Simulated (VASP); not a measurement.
# Li2Br3 (P-3m1) in VASP: a series of runs, part 2 of 2

VASP 6.6.1. The steps go on from the part before.

## Step 3: Relaxation of cell and atoms, PBE

This run uses another cell than the first one, of 22.14 Å³/atom.

INCAR reads:

```
PREC = Accurate
ENCUT = 600
EDIFF = 1E-6
ISMEAR = 0
SIGMA = 0.1
LREAL = F
LASPH = T
NELM = 60
ALGO = Normal
ISIF = 3
LWAVE = F
LCHARG = F
GGA = PE
IBRION = 2
NSW = 90
EDIFFG = -0.04
```

KPOINTS reads:

```
Automatic mesh
0
Gamma
  6 6 4
```

POSCAR reads:

```
Li2Br3
1.0
    4.3470211208      0.0000000000      0.0000000000
   -2.1735105604      3.7646307214      0.0000000000
    0.0000000000      0.0000000000      6.7632587489
Li Br
2 3
Direct
    0.3333333333      0.6666666667      0.2450000000
    0.6666666667      0.3333333333      0.7550000000
    0.0000000000      0.0000000000      0.0000000000
    0.3333333333      0.6666666667      0.6450000000
    0.6666666667      0.3333333333      0.3550000000
```

Potentials or basis: VASP PAW PBE potentials, release 64 (Li_sv, Br).

Launch:

```sh
$ cat potpaw_PBE.64/Li_sv/POTCAR potpaw_PBE.64/Br/POTCAR > POTCAR
$ mpirun -np 1 vasp_std > vasp.out
```

Run time: 11 min. Hardware: 1 thread of Intel Xeon Platinum 8259CL at 2.50GHz (Skylake/Cascade Lake), shared host; peak memory 0.28 GiB.

The run converged. Its results:

* Free energy: -14.0424 eV
* Relaxed volume: 23.86 Å³/atom
* Relaxed cell: a = 4.031 Å, b = 4.031 Å, c = 8.478 Å, α = 90.00°, β = 90.00°, γ = 120.00°
* Space group after relaxing (to 0.1 Å): P-3m1 (No. 164)
* Energy gained by relaxing: 98.7 meV/atom
* Ionic steps: 22
* Pressure after relaxing: -0.1 GPa
* Largest force after relaxing: 0.036 eV/Å
* Band gap on the k mesh: zero (an odd number of electrons rules out a gap without spin polarisation)

Forces on the atoms (eV/Å):
```
Li   0.000  0.000  0.019
Li   0.000  0.000 -0.019
Br   0.000  0.000  0.000
Br   0.000  0.000  0.036
Br   0.000  0.000 -0.036
```

Stress tensor (GPa, compression positive):
```
-0.07  0.00  0.00
 0.00 -0.07  0.00
 0.00  0.00 -0.18
```

Step by step:
| step | energy change (eV) | largest force (eV/Å) | pressure (GPa) | volume (Å³) |
| --- | --- | --- | --- | --- |
| 1 | 0.0000 | 0.6332 | 3.42 | 110.68 |
| 2 | -0.1483 | 0.4325 | 1.21 | 118.42 |
| 3 | -0.1943 | 0.2639 | -0.74 | 129.12 |
| 4 | -0.1963 | 0.2845 | -0.48 | 127.39 |
| 5 | -0.2200 | 0.2309 | -0.40 | 126.79 |
| 6 | -0.2789 | 0.0432 | -0.02 | 124.92 |
| 7 | -0.2869 | 0.4415 | 1.35 | 120.79 |
| 8 | -0.3058 | 0.2246 | 0.59 | 122.81 |
| 9 | -0.3285 | 0.2490 | 0.49 | 123.71 |
| 10 | -0.3630 | 0.2913 | 0.34 | 126.08 |
| 11 | -0.3824 | 0.2169 | -0.03 | 127.57 |
| 12 | -0.4005 | 0.1581 | -0.70 | 130.56 |
| 13 | -0.4185 | 0.1628 | -0.58 | 128.64 |
| 14 | -0.4554 | 0.1690 | -0.12 | 122.97 |
| 15 | -0.4336 | 0.2311 | 1.28 | 112.03 |
| 16 | -0.4640 | 0.1655 | 0.25 | 119.33 |
| 17 | -0.4745 | 0.1208 | 0.05 | 119.55 |
| 18 | -0.4820 | 0.1578 | -0.26 | 119.94 |
| 19 | -0.4900 | 0.0852 | 0.12 | 117.66 |
| 20 | -0.4902 | 0.0741 | 0.18 | 117.32 |
| 21 | -0.4930 | 0.0475 | 0.00 | 118.59 |
| 22 | -0.4933 | 0.0363 | -0.10 | 119.29 |

Final structure:
```yaml
crystal:
  lattice:
    - [4.03073, 0.00000, 0.00000]
    - [-2.01537, 3.49072, 0.00000]
    - [0.00000, 0.00000, 8.47819]
  atoms:
    - { symbol: Li, position: [0.33333, 0.66667, 0.19945] }
    - { symbol: Li, position: [0.66667, 0.33333, 0.80055] }
    - { symbol: Br, position: [0.00000, 0.00000, 0.00000] }
    - { symbol: Br, position: [0.33333, 0.66667, 0.66369] }
    - { symbol: Br, position: [0.66667, 0.33333, 0.33631] }
```

Levels at points of the mesh, in eV from the Fermi level:
```
           k point  band 10  band 11  band 12  band 13  band 14  band 15  band 16  band 17
(0.00, 0.00, 0.00)    -0.43    -0.43    -0.06    -0.06     0.50     5.29     6.21     6.87
(0.50, 0.00, 0.00)    -0.79    -0.70    -0.51    -0.50    -0.45     6.27     7.17     7.95
(0.00, 0.00, 0.50)    -0.49    -0.30    -0.30    -0.14    -0.14     5.51     6.67     6.74
(0.50, 0.00, 0.50)    -1.26    -1.00    -0.97    -0.14     0.12     6.24     6.88     7.36
```

Caveat: the cutoff is under 1.25 times the usual one of these potentials, so pressure, stress and relaxed cells hold a basis-set (Pulay) error; a cell axis changed by over 15 % at a fixed basis, so the end point is rough; an odd number of electrons without spin polarisation forces a metal; a magnetic or distorted state may lie lower.

## Step 4: Single point, PBE

This run uses another cell than the first one, of 24.06 Å³/atom.

INCAR reads:

```
  PREC = Accurate
  ENCUT = 520
  EDIFF = 1E-6
  ISMEAR = 0
  SIGMA = 0.1
  LREAL = False
  LASPH = True
  NELM = 80
  ALGO = Normal
  ISIF = 2
  LWAVE = False
  LCHARG = True
  GGA = PE
  LELF = True
  LVHAR = True
  NBANDS = 22
```

KPOINTS reads:

```
Automatic mesh
0
Gamma
  12 12 6
```

POSCAR reads:

```
Li2Br3
1.0
    4.0348657544      0.0000000000      0.0000000000
   -2.0174328772      3.4942962442      0.0000000000
    0.0000000000      0.0000000000      8.5341567376
Li Br
2 3
Direct
    0.3333333333      0.6666666667      0.2008049043
    0.6666666667      0.3333333333      0.7991950957
    0.0000000000      0.0000000000      0.0000000000
    0.3333333333      0.6666666667      0.6667255385
    0.6666666667      0.3333333333      0.3332744615
```

Launch:

```sh
$ cat potpaw_PBE.64/Li_sv/POTCAR potpaw_PBE.64/Br/POTCAR > POTCAR
$ mpirun -np 1 vasp_std > vasp.out
```

Run time: 3.4 min. Hardware: 1 thread of Intel Xeon Platinum 8259CL at 2.50GHz (Skylake/Cascade Lake), shared host; peak memory 0.36 GiB.

The run converged. Its results:

| Item | Value |
| --- | --- |
| Free energy | -14.0599 eV |
| Band gap on the k mesh | zero (an odd number of electrons rules out a gap without spin polarisation) |

Levels at points of the mesh, in eV from the Fermi level:
| k point | band 10 | band 11 | band 12 | band 13 | band 14 | band 15 | band 16 | band 17 | band 18 | band 19 |
| --- | --- | --- | --- | --- | --- | --- | --- | --- | --- | --- |
| (0.00, 0.00, 0.00) | -0.40 | -0.40 | -0.06 | -0.06 | 0.49 | 5.31 | 6.23 | 6.88 | 8.29 | 8.29 |
| (0.50, 0.00, 0.00) | -0.74 | -0.70 | -0.54 | -0.45 | -0.44 | 6.29 | 7.18 | 7.87 | 7.93 | 9.18 |
| (0.00, 0.00, 0.50) | -0.51 | -0.27 | -0.27 | -0.15 | -0.15 | 5.58 | 6.65 | 6.71 | 8.08 | 8.08 |
| (0.50, 0.00, 0.50) | -1.20 | -0.98 | -0.97 | -0.14 | 0.11 | 6.28 | 6.88 | 7.40 | 8.78 | 8.80 |

Caveat: the cutoff is under 1.25 times the usual one of these potentials, so pressure, stress and relaxed cells hold a basis-set (Pulay) error; an odd number of electrons without spin polarisation forces a metal; a magnetic or distorted state may lie lower.

## Step 5: Relaxation of cell and atoms, PBE

INCAR reads:

```
PREC     = Accurate       # precision mode
ENCUT    = 600            # plane-wave cutoff, eV
EDIFF    = 1E-6           # SCF threshold, eV
ISMEAR   = 0              # smearing method
SIGMA    = 0.1            # smearing width, eV
LREAL    = False          # projectors in reciprocal space
LASPH    = True           # aspherical terms in the spheres
NELM     = 100            # most SCF steps
ALGO     = Normal         # electronic algorithm
ISIF     = 3              # what is computed and relaxed
LWAVE    = False          # write WAVECAR
LCHARG   = False          # write CHGCAR
GGA      = PE             # functional
IBRION   = 2              # ionic algorithm
NSW      = 100            # ionic steps
EDIFFG   = -0.01          # ionic threshold
```

KPOINTS reads:

```
regular mesh
0
Gamma
  12 12 6
```

POSCAR reads:

```
Li2Br3
1.0
    4.0309129176      0.0000000000      0.0000000000
   -2.0154564588      3.4908729871      0.0000000000
    0.0000000000      0.0000000000      8.4882133403
Li Br
2 3
Direct
    0.3333333333      0.6666666667      0.2026937465
    0.6666666667      0.3333333333      0.7973062535
    0.0000000000      0.0000000000      0.0000000000
    0.3333333333      0.6666666667      0.6653906569
    0.6666666667      0.3333333333      0.3346093431
```

Launch:

```sh
$ cat potpaw_PBE.64/Li_sv/POTCAR potpaw_PBE.64/Br/POTCAR > POTCAR
$ mpirun -np 1 vasp_std > vasp.out
```

Wall time 8.1 min (1 thread of Intel Xeon Platinum 8259CL at 2.50GHz (Skylake/Cascade Lake), shared host); peak memory 0.41 GiB.

It converged, with:

| Property | Result |
| --- | --- |
| Free energy | -14.0584 eV |
| Relaxed volume | 24.01 Å³/atom |
| Relaxed cell | a = 4.035 Å, b = 4.035 Å, c = 8.513 Å, α = 90.00°, β = 90.00°, γ = 120.00° |
| Space group after relaxing (to 0.1 Å) | P-3m1 (No. 164) |
| Energy gained by relaxing | 0.1 meV/atom |
| Ionic steps | 5 |
| Pressure after relaxing | 0.0 GPa |
| Largest force after relaxing | 0.009 eV/Å |
| Band gap on the k mesh | zero (an odd number of electrons rules out a gap without spin polarisation) |

Forces on the atoms (eV/Å):
```
Li   0.000  0.000 -0.009
Li   0.000  0.000  0.009
Br   0.000  0.000  0.000
Br   0.000  0.000  0.007
Br   0.000  0.000 -0.007
```

Step by step:
| step | energy change (eV) | largest force (eV/Å) | pressure (GPa) | volume (Å³) |
| --- | --- | --- | --- | --- |
| 1 | 0.0000 | 0.0192 | 0.08 | 119.44 |
| 2 | -0.0001 | 0.0165 | 0.05 | 119.66 |
| 3 | -0.0002 | 0.0126 | -0.02 | 120.03 |
| 4 | -0.0003 | 0.0114 | -0.02 | 120.03 |
| 5 | -0.0004 | 0.0092 | -0.01 | 120.04 |

Final structure:
```yaml
crystal:
  lattice:
    - [4.03506, 0.00000, 0.00000]
    - [-2.01753, 3.49446, 0.00000]
    - [0.00000, 0.00000, 8.51326]
  atoms:
    - { symbol: Li, position: [0.33333, 0.66667, 0.20186] }
    - { symbol: Li, position: [0.66667, 0.33333, 0.79814] }
    - { symbol: Br, position: [0.00000, 0.00000, 0.00000] }
    - { symbol: Br, position: [0.33333, 0.66667, 0.66586] }
    - { symbol: Br, position: [0.66667, 0.33333, 0.33414] }
```

Levels at points of the mesh, in eV from the Fermi level:
```
           k point  band 11  band 12  band 13  band 14  band 15  band 16  band 17
(0.00, 0.00, 0.00)    -0.42    -0.07    -0.07     0.50     5.31     6.24     6.87
(0.50, 0.00, 0.00)    -0.70    -0.54    -0.46    -0.44     6.29     7.17     7.88
(0.00, 0.00, 0.50)    -0.28    -0.28    -0.16    -0.16     5.58     6.65     6.71
(0.50, 0.00, 0.50)    -0.99    -0.98    -0.14     0.12     6.28     6.87     7.38
```

Caveat: the cutoff is under 1.25 times the usual one of these potentials, so pressure, stress and relaxed cells hold a basis-set (Pulay) error; an odd number of electrons without spin polarisation forces a metal; a magnetic or distorted state may lie lower.

## Step 6: The runs side by side

| task | cell | k mesh | cutoff (eV) | gap on the mesh (eV) | pressure (GPa) | relaxed volume (Å³/atom) | largest force (eV/Å) |
| --- | --- | --- | --- | --- | --- | --- | --- |
| single point | a = 4.031, b = 4.031, c = 8.488 Å, angles 90.0, 90.0, 120.0°, 5 atoms, atomic positions A | 6 × 6 × 4 | 520 | none | - | - | 0.02 |
| relaxation of cell and atoms | relaxed from a = 4.347, b = 4.347, c = 6.763 Å, angles 90.0, 90.0, 120.0°, 5 atoms, atomic positions B | 6 × 6 × 4 | 600 | none | -0.1 | 23.86 | 0.04 |
| single point | a = 4.035, b = 4.035, c = 8.534 Å, angles 90.0, 90.0, 120.0°, 5 atoms, atomic positions C | 12 × 12 × 6 | 520 | none | - | - | - |
| relaxation of cell and atoms | relaxed from a = 4.031, b = 4.031, c = 8.488 Å, angles 90.0, 90.0, 120.0°, 5 atoms, atomic positions A | 12 × 12 × 6 | 600 | none | 0.0 | 24.01 | 0.01 |

Alike in all rows: level PBE; potentials or basis VASP PAW PBE potentials, release 64 (Li_sv, Br); no spin polarisation; smearing gaussian 0.1 eV.

Caveats: the cutoff is under 1.25 times the usual one of these potentials, so pressure, stress and relaxed cells hold a basis-set (Pulay) error; an odd number of electrons without spin polarisation forces a metal; a magnetic or distorted state may lie lower; a cell axis changed by over 15 % at a fixed basis, so the end point is rough (at least some runs).

Total energies depend on the potentials used, so only differences within one code and one set of settings carry meaning.
